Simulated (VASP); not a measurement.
Wanted: the native input for a VASP 6.6.1 run.

```
Task                   : single point
Functional             : PBE
Potentials or basis    : VASP PAW PBE potentials, release 64 (Mg, Si, Sb)
Cutoff                 : 520 eV
k mesh                 : 8 × 8 × 6
Occupations            : gaussian, width 0.1 eV
Spin                   : no spin polarisation
Dipole correction      : no
Further INCAR settings : ALGO = Fast; EDIFF = 1e-06; NBANDS = 22
```

The structure of Mg5SiSb2 lies in POSCAR:

```
Mg5SiSb2
1.0
    5.6061601957      0.0000000000      0.0000000000
    0.0000000000      5.6061601957      0.0000000000
    0.0000000000      0.0000000000      6.2103038868
Mg Si Sb
5 1 2
Direct
    0.0000000000      0.5000000000      0.0000000000
    0.5000000000      0.0000000000      0.0000000000
    0.0000000000      0.0000000000      0.5000000000
    0.0000000000      0.5000000000      0.5000000000
    0.5000000000      0.0000000000      0.5000000000
    0.0000000000      0.0000000000      0.0000000000
    0.5000000000      0.5000000000      0.7486721282
    0.5000000000      0.5000000000      0.2513278718
```

One way to write it, as run:

INCAR

```
PREC     = Accurate       # precision mode
ENCUT    = 520            # plane-wave cutoff, eV
EDIFF    = 1E-6           # SCF threshold, eV
ISMEAR   = 0              # smearing method
SIGMA    = 0.1            # smearing width, eV
LREAL    = False          # projectors in reciprocal space
LASPH    = True           # aspherical terms in the spheres
NELM     = 80             # most SCF steps
ALGO     = Fast           # electronic algorithm
ISIF     = 2              # what is computed and relaxed
LWAVE    = False          # write WAVECAR
LCHARG   = False          # write CHGCAR
GGA      = PE             # functional
NBANDS   = 22             # bands
```

KPOINTS

```
Automatic mesh
0
Gamma
  8 8 6
```

Potentials or basis: VASP PAW PBE potentials, release 64 (Mg, Si, Sb).

The run is started by

```sh
$ cat potpaw_PBE.64/Mg/POTCAR potpaw_PBE.64/Si/POTCAR potpaw_PBE.64/Sb/POTCAR > POTCAR
$ mpirun -np 1 vasp_std > vasp.out
```

It gave:

| Item | Value |
| --- | --- |
| Pressure | -0.1 GPa |
| Largest force | 0.007 eV/Å |
| Band gap on the k mesh | zero (band 12 reaches 5.03 eV, above the bottom of band 13 at 3.63 eV) |

Caveat: spin-orbit coupling is left out, which moves the levels of the heavy elements.

Wall time 3.5 min on 1 thread of Intel(R) Xeon(R) Platinum 8488C (Sapphire Rapids), on a shared host, peak memory 0.44 GiB.
